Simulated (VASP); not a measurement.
# Ag in VASP: further runs, part 2 of 2

VASP 6.6.1. The steps go on from the part before.

### Step 3. Single point, PBE

File INCAR:

```
SYSTEM = Ag
PREC = Accurate
ENCUT = 520
EDIFF = 1E-6
ISMEAR = -1
SIGMA = 0.1
LREAL = .FALSE.
LASPH = .TRUE.
NELM = 100
ALGO = Normal
ISIF = 2
LWAVE = .FALSE.
LCHARG = .FALSE.
LDIPOL = .TRUE.
IDIPOL = 3
DIPOL = 0.5 0.5 0.500
GGA = PE
NBANDS = 42
```

File KPOINTS:

```
regular mesh
0
G
  12 12 1
  0 0 0
```

File POSCAR:

```
Ag
1.0
    2.9330648187      0.0000000000      0.0000000000
    0.0000000000      2.9330648187      0.0000000000
    0.0000000000      0.0000000000     26.3700000000
Ag
6
Direct
    0.2500000000      0.2500000000      0.3049229631
    0.7500000000      0.7500000000      0.3819865048
    0.2500000000      0.2500000000      0.4607197477
    0.7500000000      0.7500000000      0.5392802561
    0.2500000000      0.2500000000      0.6180134944
    0.7500000000      0.7500000000      0.6950770339
```

Potentials or basis: VASP PAW PBE potentials, release 64 (Ag).

Started as:

```bash
cat potpaw_PBE.64/Ag/POTCAR > POTCAR
mpirun -np 1 vasp_std > vasp.out
```

OUTCAR:

```text
SYSTEM = Ag
   PREC = Accurate
   ENCUT = 520
   EDIFF = 1E-6
   ISMEAR = -1
   LREAL = .FALSE.
   LASPH = .TRUE.
   NELM = 100
   ISIF = 2
   GGA = PE

 ion  position               nearest neighbor table
   1  0.250  0.250  0.305-   2 2.90   2 2.90   2 2.90   2 2.90
   2  0.750  0.750  0.382-   1 2.90   1 2.90   1 2.90   1 2.90   3 2.93   3 2.93   3 2.93   3 2.93

   3  0.250  0.250  0.461-   4 2.93   4 2.93   4 2.93   4 2.93   2 2.93   2 2.93   2 2.93   2 2.93

   4  0.750  0.750  0.539-   3 2.93   3 2.93   3 2.93   3 2.93   5 2.93   5 2.93   5 2.93   5 2.93

   5  0.250  0.250  0.618-   6 2.90   6 2.90   6 2.90   6 2.90   4 2.93   4 2.93   4 2.93   4 2.93

   6  0.750  0.750  0.695-   5 2.90   5 2.90   5 2.90   5 2.90

  LATTYP: Found a simple tetragonal cell.
 ALAT       =     2.9330648187
 C/A-ratio  =     8.9905957181

  Lattice vectors:

 A1 = (   2.9330648187,   0.0000000000,   0.0000000000)
 A2 = (   0.0000000000,   2.9330648187,   0.0000000000)
 A3 = (   0.0000000000,   0.0000000000,  26.3700000000)

Analysis of symmetry for initial positions (statically):
=====================================================================
 Subroutine PRICEL returns:
 Original cell was already a primitive cell.

 Routine SETGRP: Setting up the symmetry group for a
 simple tetragonal supercell.

 Subroutine GETGRP returns: Found 16 space group operations
 (whereof  4 operations were pure point group operations)
 out of a pool of 16 trial point group operations.

The static configuration has the point symmetry C_2h.
 The point group associated with its full space group is D_4h.

Analysis of symmetry for dynamics (positions and initial velocities):
=====================================================================
 Subroutine PRICEL returns:
 Original cell was already a primitive cell.

 Routine SETGRP: Setting up the symmetry group for a
 simple tetragonal supercell.

 Subroutine GETGRP returns: Found 16 space group operations
 (whereof  4 operations were pure point group operations)
 out of a pool of 16 trial point group operations.

The dynamic configuration has the point symmetry C_2h.
 The point group associated with its full space group is D_4h.

 Subroutine INISYM returns: Found 16 space group operations
 (whereof  4 operations are pure point group operations),
 and found     1 'primitive' translations

----------------------------------------------------------------------------------------

                                     Primitive cell

  volume of cell :     226.8577

  direct lattice vectors                    reciprocal lattice vectors
     2.933064819  0.000000000  0.000000000     0.340940300  0.000000000  0.000000000
     0.000000000  2.933064819  0.000000000     0.000000000  0.340940300  0.000000000
     0.000000000  0.000000000 26.370000000     0.000000000  0.000000000  0.037921881

  length of vectors
     2.933064819  2.933064819 26.370000000     0.340940300  0.340940300  0.037921881

  position of ions in fractional coordinates (direct lattice)
     0.250000000  0.250000000  0.304922963
     0.750000000  0.750000000  0.381986505
     0.250000000  0.250000000  0.460719748
     0.750000000  0.750000000  0.539280256
     0.250000000  0.250000000  0.618013494
     0.750000000  0.750000000  0.695077034

  ion indices of the primitive-cell ions
   primitive index   ion index
                 1           1
                 2           2
[... 60 lines left out ...]
   total plane-waves  NPLWV = 112896
   dimension x,y,z NGX =    24 NGY =   24 NGZ =  196
   dimension x,y,z NGXF=    48 NGYF=   48 NGZF=  392
   ions per type =               6
   NGX,Y,Z   is equivalent  to a cutoff of  13.60, 13.60, 12.36 a.u.
   NGXF,Y,Z  is equivalent  to a cutoff of  27.21, 27.21, 24.71 a.u.
 SYSTEM =  Ag
   PREC   = accura    normal or accurate (medium, high low for compatibility)
   ISTART =      0    job   : 0-new  1-cont  2-samecut
   ICHARG =      2    charge: 1-file 2-atom 10-const
   ISPIN  =      1    spin polarized calculation?
   LNONCOLLINEAR =      F non collinear calculations
   LSORBIT =      F    spin-orbit coupling
   LASPH  =      T    aspherical Exc in radial PAW
   ENCUT  =  520.0 eV  38.22 Ry    6.18 a.u.   5.45  5.45 49.03*2*pi/ulx,y,z
   NELM   =    100;   NELMIN=  2; NELMDL= -5     # of ELM steps
   EDIFF  = 0.1E-05   stopping-criterion for ELM
   LREAL  =      F    real-space projection
   EDIFFG = 0.1E-04   stopping-criterion for IOM
   NSW    =      0    number of steps for IOM
   IBRION =     -1    ionic relax: 0-MD 1-quasi-New 2-CG
   NFREE  =      0    steps in history (QN), initial steepest desc. (CG)
   ISIF   =      2    stress and relaxation
   ISYM   =      2    0-nonsym 1-usesym 2-fastsym
   POTIM  = 0.5000    time-step for ionic-motion
   TEBEG  =    0.0;   TEEND  =   0.0 temperature during run
   PSTRESS=    0.0 pullay stress
   NELECT =      66.0000    total number of electrons
   NUPDOWN=      -1.0000    fix difference up-down
   EMIN   =  10.00;   EMAX   =-10.00  energy-range for DOS
   EFERMI =   0.00;   METHOD = LEGACY
   ISMEAR =    -1;   SIGMA  =   0.10  broadening in eV -4-tet -1-fermi 0-gaus
   EFERMI_NEDOS =   21; number of points for ismear=-14 and -15
   IALGO  =     38    algorithm
   IMIX   =      4    mixing-type and parameters
     AMIX     =   0.40;   BMIX     =  1.00
     AMIX_MAG =   1.60;   BMIX_MAG =  1.00
  volume/ion in A,a.u.               =      37.81       255.15
  Fermi-wavevector in a.u.,A,eV,Ry     =   1.084772  2.049921 16.010377  1.176730
  Thomas-Fermi vector in A             =   2.220870
   LORBIT       =      0    0 simple, 1 ext, 2 COOP (PROOUT), +10 PAW based schemes
   GGA     = PE    functional components
   LHFCALC =     F    Hartree Fock is set to
   AEXX    =    0.0000 exact exchange contribution
   IVDW    =     0    specifies the selected vdW correction
   LEPSILON=     F    determine dielectric tensor
   LRPA    =     F    only Hartree local field effects (RPA)
 non-spin polarized calculation
  energy-cutoff  :      520.00
  volume of cell :      226.86
 maximum number of plane-waves:      6171
 NGX is ok and might be reduce to    24
   NGX = 11   NGY = 11   NGZ = 99

 dipolmoment           0.000000      0.000000      0.000000 electrons x Angstroem

 number of electron      66.0000033 magnetization

 dipolmoment           0.000000      0.000000     -0.000000 electrons x Angstroem

 Free energy of the ion-electron system (eV)
  ---------------------------------------------------
  ext. energy  EPLUGINS =         0.00000000
  ---------------------------------------------------
  free energy    TOTEN  =       -15.46466225 eV

  energy without entropy =      -15.41685002  energy(sigma->0) =      -15.44075613

 E-fermi :   1.4703     XC(G=0):  -6.2770

 val. band max:        1.4672387507   @ k =   0.2500   0.2500   0.0000
 cond. band min:       1.5999733596   @ k =   0.3333   0.1667   0.0000
 fundamental gap:      0.1327346089
 Fermi energy:         1.4702601984

 k-point     1 :       0.0000    0.0000    0.0000
  band No.  band energies     occupation
      1      -5.7499      2.00000
      2      -5.1269      2.00000
      3      -4.5941      2.00000
      4      -4.4986      2.00000
      5      -4.4405      2.00000
      6      -4.3131      2.00000
[... 1069 lines left out ...]
     41       8.8633      0.00000
     42       9.2787      0.00000

 [... further k-points ...]

------------------------ aborting loop because EDIFF is reached ----------------------------------------

 vacuum level on the upper side and lower side of the slab       (xc-potential included)        -0.124        -0.124

  FORCE on cell =-STRESS in cart. coord.  units (eV):
  Direction    XX          YY          ZZ          XY          YZ          ZX
  --------------------------------------------------------------------------------------
  -------------------------------------------------------------------------------------
  Total       -0.9680534     -0.9680534     -0.0946076     -0.0000000     -0.0000000      0.0000000
  in kB       -6.8368564     -6.8368564     -0.6681640     -0.0000000     -0.0000000      0.0000000
  external PRESSURE =      -4.7806256 kB  Pullay stress =       0.0000000 kB

 VOLUME and BASIS-vectors are now :
 -----------------------------------------------------------------------------
  energy-cutoff  :      520.00
  volume of cell :      226.86
      direct lattice vectors                 reciprocal lattice vectors
     2.933064819  0.000000000  0.000000000     0.340940300  0.000000000  0.000000000
     0.000000000  2.933064819  0.000000000     0.000000000  0.340940300  0.000000000
     0.000000000  0.000000000 26.370000000     0.000000000  0.000000000  0.037921881

 POSITION                                       TOTAL-FORCE (eV/Angst)
 -----------------------------------------------------------------------------------
      0.73327      0.73327      8.04082        -0.000000      0.000000      0.006004
      2.19980      2.19980     10.07298         0.000000      0.000000     -0.000127
      0.73327      0.73327     12.14918         0.000000     -0.000000     -0.004880
      2.19980      2.19980     14.22082         0.000000      0.000000      0.004880
      0.73327      0.73327     16.29702        -0.000000      0.000000      0.000127
      2.19980      2.19980     18.32918        -0.000000     -0.000000     -0.006004
 -----------------------------------------------------------------------------------
    total drift:                                0.000000      0.000000     -0.000004

  FREE ENERGIE OF THE ION-ELECTRON SYSTEM (eV)
  ---------------------------------------------------
  free  energy   TOTEN  =       -15.4646622499 eV

  energy  without entropy=      -15.4168500165  energy(sigma->0) =      -15.44075613

 vacuum level on the upper side and lower side of the slab         5.640         5.640
```

It took 3.1 min on 1 thread of Intel Xeon 6975P-C (Granite Rapids), shared host; peak memory 0.42 GiB.

What came out:

| Quantity | Value |
| --- | --- |
| Free energy | -15.4647 eV |
| Largest force | 0.006 eV/Å |
| Band gap on the k mesh | zero (bands 33 and 34 overlap by 6.01 eV) |

Forces on the atoms (eV/Å):
```
Ag   0.000  0.000  0.006
Ag   0.000  0.000  0.000
Ag   0.000  0.000 -0.005
Ag   0.000  0.000  0.005
Ag   0.000  0.000  0.000
Ag   0.000  0.000 -0.006
```

### Step 4. Single point, PBE

File INCAR:

```
  ALGO = Normal
  DIPOL = 0.5 0.5 0.500
  EDIFF = 1E-6
  ENCUT = 520
  GGA = PE
  IDIPOL = 3
  ISIF = 2
  ISMEAR = -1
  LASPH = True
  LCHARG = False
  LDIPOL = True
  LREAL = False
  LWAVE = False
  NBANDS = 42
  NELM = 60
  PREC = Accurate
  SIGMA = 0.1
```

File KPOINTS:

```
k-points
0
Gamma
  12 12 1
```

POSCAR is that of step 3.

Started as:

```bash
cat potpaw_PBE.64/Ag/POTCAR > POTCAR
mpirun -np 1 vasp_std > vasp.out
```

It took 3.1 min on 1 thread of Intel Xeon 6975P-C (Granite Rapids), shared host; peak memory 0.42 GiB.

It converged, with:

```yaml
Free_energy: -15.4647 eV
Largest_force: 0.006 eV/Å
Band_gap_on_the_k_mesh: zero (bands 33 and 34 overlap by 6.01 eV)
```

Forces on the atoms (eV/Å):
```
Ag   0.000  0.000  0.006
Ag   0.000  0.000  0.000
Ag   0.000  0.000 -0.005
Ag   0.000  0.000  0.005
Ag   0.000  0.000  0.000
Ag   0.000  0.000 -0.006
```

Levels at points of the mesh, in eV from the Fermi level:
```
           k point  band 29  band 30  band 31  band 32  band 33  band 34  band 35  band 36  band 37  band 38
(0.00, 0.00, 0.00)    -3.07    -3.01    -2.97    -2.91    -2.84    -2.84    -1.23     0.52     1.51     4.09
(0.50, 0.00, 0.00)    -3.00    -3.00    -0.52    -0.52    -0.39    -0.39     0.19     0.19     2.75     2.75
(0.50, 0.50, 0.00)    -2.58    -2.58     2.07     2.07     3.17     3.17     4.71     4.71     6.44     6.44
```

The gap in the log of VASP goes by the Fermi energy; the results here count the filled bands.